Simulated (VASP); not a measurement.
# Al2ClF (P6/mmm) in VASP: single point with PBE

Aim: the single point of Al2ClF with PBE.

Everything below comes from runs of VASP 6.6.1. Logs are shortened: lines on timing, memory, paths and dates and some standing lists are left out, and cuts for length are marked.

## 1. The cell of the first run

Symmetry: P6/mmm, No. 191, hexagonal system. Conventional cell: a = 4.557 Å, b = 4.557 Å, c = 4.159 Å, α = 90.00°, β = 90.00°, γ = 120.00°. Within 3.5 Å of Al (site symmetry -6m2) lie 3 Al at 2.63 Å and 3 Cl at 2.63 Å and 6 F at 3.35 Å. Within 2.8 Å of Cl (site symmetry 6/mmm) lie 2 F at 2.08 Å and 6 Al at 2.63 Å. Within 2.8 Å of F (site symmetry 6/mmm) lie 2 Cl at 2.08 Å.

## 2. Single point, PBE

Contents of INCAR:

```
SYSTEM = Al2ClF
  PREC = Accurate
  ENCUT = 520
  EDIFF = 1E-6
  ISMEAR = 0
  SIGMA = 0.1
  LREAL = .False.
  LASPH = .True.
  NELM = 60
  ALGO = Normal
  ISIF = 2
  LWAVE = .False.
  LCHARG = .False.
  GGA = PE
  NBANDS = 18
```

Contents of KPOINTS:

```
Automatic mesh
0
Gamma
  6 6 4
  0 0 0
```

Contents of POSCAR:

```
Al2ClF
1.0
    4.5568697500      0.0000000000      0.0000000000
   -2.2784348800      3.9463649700      0.0000000000
    0.0000000000      0.0000000000      4.1587342800
Al Cl F
2 1 1
Direct
    0.6666666700      0.3333333300      0.0000000000
    0.3333333300      0.6666666700      0.0000000000
    0.0000000000      0.0000000000      0.0000000000
    0.0000000000      0.0000000000      0.5000000000
```

Potentials or basis: VASP PAW PBE potentials, release 64 (Al, Cl, F).

On the command line:

```bash
cat potpaw_PBE.64/Al/POTCAR potpaw_PBE.64/Cl/POTCAR potpaw_PBE.64/F/POTCAR > POTCAR
mpirun -np 1 vasp_std > vasp.out
```

OUTCAR:

```text
SYSTEM = Al2ClF
   PREC = Accurate
   ENCUT = 520
   EDIFF = 1E-6
   ISMEAR = 0
   LREAL = .False.
   LASPH = .True.
   NELM = 60
   ISIF = 2
   GGA = PE

 ion  position               nearest neighbor table
   1  0.667  0.333  0.000-   2 2.63   3 2.63   2 2.63   3 2.63   3 2.63   2 2.63
   2  0.333  0.667  0.000-   1 2.63   3 2.63   1 2.63   3 2.63   3 2.63   1 2.63
   3  0.000  0.000  0.000-   4 2.08   4 2.08   1 2.63   2 2.63   1 2.63   2 2.63   1 2.63   2 2.63

   4  0.000  0.000  0.500-   3 2.08   3 2.08

  LATTYP: Found a hexagonal cell.
 ALAT       =     4.5568697500
 C/A-ratio  =     0.9126296138

  Lattice vectors:

 A1 = (   4.5568697500,   0.0000000000,   0.0000000000)
 A2 = (  -2.2784348800,   3.9463649700,   0.0000000000)
 A3 = (   0.0000000000,   0.0000000000,   4.1587342800)

Analysis of symmetry for initial positions (statically):
=====================================================================
 Subroutine PRICEL returns:
 Original cell was already a primitive cell.

 Routine SETGRP: Setting up the symmetry group for a
 hexagonal supercell.

 Subroutine GETGRP returns: Found 24 space group operations
 (whereof 24 operations were pure point group operations)
 out of a pool of 24 trial point group operations.

The static configuration has the point symmetry D_6h.

Analysis of symmetry for dynamics (positions and initial velocities):
=====================================================================
 Subroutine PRICEL returns:
 Original cell was already a primitive cell.

 Routine SETGRP: Setting up the symmetry group for a
 hexagonal supercell.

 Subroutine GETGRP returns: Found 24 space group operations
 (whereof 24 operations were pure point group operations)
 out of a pool of 24 trial point group operations.

The dynamic configuration has the point symmetry D_6h.

 Subroutine INISYM returns: Found 24 space group operations
 (whereof 24 operations are pure point group operations),
 and found     1 'primitive' translations

----------------------------------------------------------------------------------------

                                     Primitive cell

  volume of cell :      74.7868

  direct lattice vectors                    reciprocal lattice vectors
     4.556869750  0.000000000  0.000000000     0.219448888  0.126698875  0.000000000
    -2.278434880  3.946364970  0.000000000     0.000000000  0.253397749  0.000000000
[... 86 lines left out ...]
   LREAL  =      F    real-space projection
   EDIFFG = 0.1E-04   stopping-criterion for IOM
   NSW    =      0    number of steps for IOM
   IBRION =     -1    ionic relax: 0-MD 1-quasi-New 2-CG
   NFREE  =      0    steps in history (QN), initial steepest desc. (CG)
   ISIF   =      2    stress and relaxation
   ISYM   =      2    0-nonsym 1-usesym 2-fastsym
   POTIM  = 0.5000    time-step for ionic-motion
   TEBEG  =    0.0;   TEEND  =   0.0 temperature during run
   PSTRESS=    0.0 pullay stress
   NELECT =      20.0000    total number of electrons
   NUPDOWN=      -1.0000    fix difference up-down
   EMIN   =  10.00;   EMAX   =-10.00  energy-range for DOS
   EFERMI =   0.00;   METHOD = LEGACY
   ISMEAR =     0;   SIGMA  =   0.10  broadening in eV -4-tet -1-fermi 0-gaus
   EFERMI_NEDOS =   21; number of points for ismear=-14 and -15
   IALGO  =     38    algorithm
   IMIX   =      4    mixing-type and parameters
     AMIX     =   0.40;   BMIX     =  1.00
     AMIX_MAG =   1.60;   BMIX_MAG =  1.00
  volume/ion in A,a.u.               =      18.70       126.17
  Fermi-wavevector in a.u.,A,eV,Ry     =   1.054734  1.993159 15.136003  1.112465
  Thomas-Fermi vector in A             =   2.189906
   LORBIT       =      0    0 simple, 1 ext, 2 COOP (PROOUT), +10 PAW based schemes
   GGA     = PE    functional components
   LHFCALC =     F    Hartree Fock is set to
   AEXX    =    0.0000 exact exchange contribution
   IVDW    =     0    specifies the selected vdW correction
   LEPSILON=     F    determine dielectric tensor
   LRPA    =     F    only Hartree local field effects (RPA)
 non-spin polarized calculation
 Gauss-broadening in eV      SIGMA  =   0.10
  energy-cutoff  :      520.00
  volume of cell :       74.79
 maximum number of plane-waves:      2085
 NGX is ok and might be reduce to    36
   NGX = 17   NGY = 17   NGZ = 15

 number of electron      20.0000006 magnetization

 Free energy of the ion-electron system (eV)
  ---------------------------------------------------
  ext. energy  EPLUGINS =         0.00000000
  ---------------------------------------------------
  free energy    TOTEN  =        -9.85552967 eV

  energy without entropy =       -9.84548031  energy(sigma->0) =       -9.85050499

 E-fermi :   4.4225     XC(G=0):  -9.0773

 val. band max:        4.3561041947   @ k =   0.1667   0.1667   0.5000
 cond. band min:       4.4318737718   @ k =   0.5000   0.0000   0.5000
 fundamental gap:      0.0757695770
 Fermi energy:         4.4225207620

 k-point     1 :       0.0000    0.0000    0.0000
  band No.  band energies     occupation
      1     -18.7849      2.00000
      2     -12.2002      2.00000
      3      -3.8031      2.00000
      4      -2.1142      2.00000
      5      -2.1142      2.00000
      6      -1.3898      2.00000
[... 418 lines left out ...]
      5      -0.1334      2.00000
      6      -0.1334      2.00000
[... 10 lines left out ...]
     17      13.4691      0.00000
     18      14.2863      0.00000

------------------------ aborting loop because EDIFF is reached ----------------------------------------

  FORCE on cell =-STRESS in cart. coord.  units (eV):
  Direction    XX          YY          ZZ          XY          YZ          ZX
  --------------------------------------------------------------------------------------
  -------------------------------------------------------------------------------------
  Total        5.8969559      5.8969559      7.3821752     -0.0000000     -0.0000000     -0.0000000
  in kB      126.3320159    126.3320162    158.1502537     -0.0000002     -0.0000000     -0.0000000
  external PRESSURE =     136.9380953 kB  Pullay stress =       0.0000000 kB

 VOLUME and BASIS-vectors are now :
 -----------------------------------------------------------------------------
  energy-cutoff  :      520.00
  volume of cell :       74.79
      direct lattice vectors                 reciprocal lattice vectors
     4.556869750  0.000000000  0.000000000     0.219448888  0.126698875  0.000000000
    -2.278434880  3.946364970  0.000000000     0.000000000  0.253397749  0.000000000
     0.000000000  0.000000000  4.158734280     0.000000000  0.000000000  0.240457777

 POSITION                                       TOTAL-FORCE (eV/Angst)
 -----------------------------------------------------------------------------------
      2.27843      1.31545      0.00000        -0.000000      0.000000     -0.000000
     -0.00000      2.63091      0.00000         0.000000     -0.000000      0.000000
      0.00000      0.00000      0.00000        -0.000000      0.000000      0.000000
      0.00000      0.00000      2.07937        -0.000000      0.000000      0.000000
 -----------------------------------------------------------------------------------
    total drift:                               -0.000000      0.000000     -0.000000

  FREE ENERGIE OF THE ION-ELECTRON SYSTEM (eV)
  ---------------------------------------------------
  free  energy   TOTEN  =        -9.8555296677 eV

  energy  without entropy=       -9.8454803117  energy(sigma->0) =       -9.85050499
```

OSZICAR:

```text
N       E                     dE             d eps       ncg     rms          rms(c)
DAV:   1     0.826691797174E+02    0.82669E+02   -0.85489E+03   756   0.928E+02
DAV:   2    -0.417064235347E+01   -0.86840E+02   -0.82339E+02  1006   0.180E+02
DAV:   3    -0.106921294243E+02   -0.65215E+01   -0.64236E+01   894   0.492E+01
DAV:   4    -0.107585833396E+02   -0.66454E-01   -0.65984E-01   922   0.552E+00
DAV:   5    -0.107595025781E+02   -0.91924E-03   -0.91915E-03   952   0.654E-01    0.166E+01
DAV:   6    -0.101903365269E+02    0.56917E+00   -0.82444E+00   834   0.189E+01    0.116E+01
DAV:   7    -0.989078547072E+01    0.29955E+00   -0.21591E+00   834   0.852E+00    0.691E+00
DAV:   8    -0.985825863877E+01    0.32527E-01   -0.11099E-01   806   0.237E+00    0.457E-01
DAV:   9    -0.985566974934E+01    0.25889E-02   -0.14103E-02   856   0.708E-01    0.257E-01
DAV:  10    -0.985552749888E+01    0.14225E-03   -0.21035E-03   958   0.219E-01    0.123E-01
DAV:  11    -0.985550902701E+01    0.18472E-04   -0.17498E-04   874   0.766E-02    0.478E-02
DAV:  12    -0.985553366239E+01   -0.24635E-04   -0.86300E-05   836   0.561E-02    0.171E-02
DAV:  13    -0.985552836515E+01    0.52972E-05   -0.17298E-05   816   0.201E-02    0.736E-03
DAV:  14    -0.985552961207E+01   -0.12469E-05   -0.15199E-06   748   0.943E-03    0.247E-03
DAV:  15    -0.985552966765E+01   -0.55588E-07   -0.26993E-07   420   0.323E-03
   1 F= -.98555297E+01 E0= -.98505050E+01  d E =-.100494E-01
```

stdout:

```text
POSCAR found type information on POSCAR AlClF
 POSCAR found :  3 types and       4 ions
 scaLAPACK will be used
 LDA part: xc-table for (Slater+PW92), standard interpolation
 POSCAR, INCAR and KPOINTS ok, starting setup
 FFT: planning ... GRIDC
 FFT: planning ... GRID_SOFT
 FFT: planning ... GRID
 WAVECAR not read
 entering main loop
```

Run time: 36 s. Hardware: 1 thread of Intel Xeon 8259CL, shared host; peak memory 0.2 GiB.

Results:

```
Free energy            : -9.8555 eV
Pressure               : 13.7 GPa
Band gap on the k mesh : zero (band 10 reaches 5.54 eV, above the bottom of band 11 at 3.83 eV)
```

Caveat: the k points lie up to 0.38 Å⁻¹ apart.
